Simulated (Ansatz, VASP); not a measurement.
Two plane-wave programs on Ti4H7

```
Ti H
1.0
     4.38077    0.00000    0.00000
     0.00000    4.38077    0.00000
     0.00000    0.00000    4.38077
Ti H
4 7
Direct
  0.25408 0.74592 0.74592
  0.74592 0.25408 0.74592
  0.74592 0.74592 0.25408
  0.25408 0.25408 0.25408
  0.50000 0.00000 0.00000
  0.00000 0.50000 0.50000
  0.50000 0.00000 0.50000
  0.00000 0.50000 0.00000
  0.00000 0.00000 0.00000
  0.00000 0.00000 0.50000
  0.50000 0.50000 0.00000
```

Alike in both runs: functional r2SCAN; k mesh 8 × 8 × 8; occupations gaussian, width 0.1 eV; no spin polarisation.

Ansatz relaxed the structure, and its values are those at the end. VASP's run is a single point on that final structure, the one shown.

|  | VASP | Ansatz |
| --- | --- | --- |
| version | VASP 6.6.1 | Ansatz 0.2.0 |
| potentials or method | VASP PAW PBE potentials, release 64 (Ti_sv, H), cutoff 520 eV | scalar-relativistic, plane waves, PAW |
| valence electrons in the cell | 55 | 55 |

|  | VASP | Ansatz | Ansatz less VASP |
| --- | --- | --- | --- |
| gap on the k mesh at the Fermi level (eV) | none | none | - |
| pressure (GPa) | 0.5 | 0.0 | -0.47 |
| rms of the force components (eV/Å) | 0.006 | 0.001 | -0.0057 |

VASP's potentials were made for PBE, not for r2SCAN. A gap of «none» marks a metal or a gap that the smearing closes. With one functional, cell and mesh, what is left measures potentials, basis and numerics.
